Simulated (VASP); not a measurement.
Set up this calculation in VASP 6.6.1, as the native input.

```yaml
Task: single point
Functional: PBE
Potentials_or_basis: VASP PAW PBE potentials, release 64 (Zn, O)
Cutoff: 520 eV
k_mesh: 2 × 2 × 2
Occupations: gaussian, width 0.02 eV
Spin: no spin polarisation
Dipole_correction: no
Further_INCAR_settings: LREAL = Auto; ALGO = Normal; EDIFF = 1e-07; NBANDS = 79
```

The structure of Zn7O8 (a cell with a defect) lies in POSCAR:

```
Zn7O8
1.0
   -3.2494000000     -5.6281260000      0.0000000000
    4.8741000000     -2.8140630000      0.0000000000
    0.0000000000      0.0000000000      5.2038000000
Zn O
7 8
Direct
    0.4990265760      0.3239691340     -0.0168213613
    0.4495303864      0.7009382322      0.2817137476
    0.2524310080      0.1735147652      0.5098633691
    0.0059889651      0.3328149901      0.0016593643
   -0.0105073391      0.6658826147      0.5134263423
    0.7618734979      0.8344184042     -0.0078613705
    0.7470805364      0.1692046727      0.4988702487
    0.4966893923      0.3357119287      0.3719249395
    0.5089184224      0.6636567821      0.9158739767
    0.2156788272      0.8536018508      0.3979184442
    0.2488626894      0.1869437277      0.8766428379
   -0.0018388543      0.3379602033      0.3809525731
   -0.0147248876      0.6535399253      0.8802845997
    0.7415202638      0.8374235131      0.3765382989
    0.7530598458      0.1653350697      0.8823223414
```

These files were run (other wordings do the same):

INCAR

```
SYSTEM = Zn7O8
PREC     = Accurate       ! precision mode
ENCUT    = 520            ! plane-wave cutoff, eV
EDIFF    = 1E-7           ! SCF threshold, eV
ISMEAR   = 0              ! smearing method
SIGMA    = 0.02           ! smearing width, eV
LREAL    = Auto         
LASPH    = .TRUE.         ! aspherical terms in the spheres
NELM     = 80             ! most SCF steps
ALGO     = Normal         ! electronic algorithm
ISIF     = 2              ! what is computed and relaxed
LWAVE    = .FALSE.        ! write WAVECAR
LCHARG   = .FALSE.        ! write CHGCAR
GGA      = PE             ! functional
NBANDS   = 79             ! bands
```

KPOINTS

```
regular mesh
0
G
  2 2 2
  0 0 0
```

Potentials or basis: VASP PAW PBE potentials, release 64 (Zn, O).

Launch:

```sh
$ cat potpaw_PBE.64/Zn/POTCAR potpaw_PBE.64/O/POTCAR > POTCAR
$ mpirun -np 1 vasp_std > vasp.out
```

It gave:

```
Pressure               : 4.6 GPa
Largest force          : 0.905 eV/Å
Band gap on the k mesh : zero (band 66 reaches 0.40 eV, above the bottom of band 67 at -0.04 eV)
```

Caveat: the k points lie up to 0.60 Å⁻¹ apart.

Wall time 2.6 min on 1 thread of Intel(R) Xeon(R) 6975P-C (Granite Rapids), on a shared host, peak memory 0.3 GiB.
